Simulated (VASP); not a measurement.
Be2Tl: single point with PBE

The system is Be2Tl.

```
CELL_PARAMETERS angstrom
-2.08741 2.08741 2.77820
2.08741 -2.08741 2.77820
2.08741 2.08741 -2.77820
ATOMIC_POSITIONS crystal
Be 0.75000 0.25000 0.50000
Be 0.25000 0.75000 0.50000
Tl 0.00000 0.00000 0.00000
```

```yaml
Program: VASP 6.6.1
Task: single point
Functional: PBE
Potentials_or_basis: VASP PAW PBE potentials, release 64 (Be, Tl_d)
Cutoff: 520 eV
k_mesh: 16 × 16 × 16
Occupations: gaussian, width 0.1 eV
Spin: no spin polarisation
```

```json
{"Pressure": "-0.1 GPa"}
```

Levels at points of the mesh, in eV from the Fermi level:
| k point | band 7 | band 8 | band 9 | band 10 | band 11 | band 12 |
| --- | --- | --- | --- | --- | --- | --- |
| (0.00, 0.00, 0.00) | 2.51 | 3.10 | 3.10 | 3.15 | 3.15 | 3.86 |
| (0.50, 0.00, 0.00) | -5.41 | 0.25 | 0.73 | 3.14 | 3.32 | 4.29 |
| (0.50, 0.50, 0.00) | -4.98 | -2.01 | -1.76 | 1.97 | 2.61 | 7.67 |
| (0.50, 0.50, 0.50) | -4.39 | -2.25 | -2.25 | 1.24 | 2.01 | 8.07 |

Run time: 120 s on 1 thread of Intel(R) Xeon(R) 6975P-C (Granite Rapids), on a shared host, peak memory 0.37 GiB.

Caveat: spin-orbit coupling is left out, which moves the levels of the heavy elements.
